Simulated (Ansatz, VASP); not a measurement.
**Two plane-wave programs on SnSe2**

```xyz
3
Lattice="3.6967 0.0000 0.0000 -1.8483 3.2014 0.0000 0.0000 0.0000 6.1370" Properties=species:S:1:pos:R:3 pbc="T T T"
Sn    0.0000    0.0000    0.0000
Se    0.0000    2.1343    1.5342
Se    1.8483    1.0671    4.6027
```

Change from the starting cell: strain -0.030 along x and y, +0.000 along z, atoms carried along.

Alike in both runs: task single point; functional PBE; k mesh 12 × 12 × 6; occupations gaussian, width 0.05 eV; no spin polarisation.

```csv
,VASP,Ansatz
version,VASP 6.6.1,Ansatz 0.2.0
potentials or method,"VASP PAW PBE potentials, release 64 (Sn_d, Se), cutoff 520 eV","scalar-relativistic, plane waves, PAW"
valence electrons in the cell,26,46
```

|  | VASP | Ansatz | Ansatz less VASP |
| --- | --- | --- | --- |
| gap on the k mesh at the Fermi level (eV) | 0.78 | 0.79 | +0.004 |
| least direct gap on the mesh (eV) | 1.38 | 1.38 | +0.004 |
| pressure (GPa) | 11.1 | 11.0 | -0.12 |
| traceless stress, the component that is largest in VASP (GPa) | -0.46 | -0.48 | -0.013 |
| rms of the force components (eV/Å) | 0.585 | 0.575 | -0.0103 |

Atom by atom the forces differ by 0.010 eV/Å (rms over components). The functional is the same, so the differences come from potentials, cutoffs and numerics. VASP's potentials hold 26 valence electrons a cell and Ansatz's 46, so a difference there can come from the potentials and not from the codes.
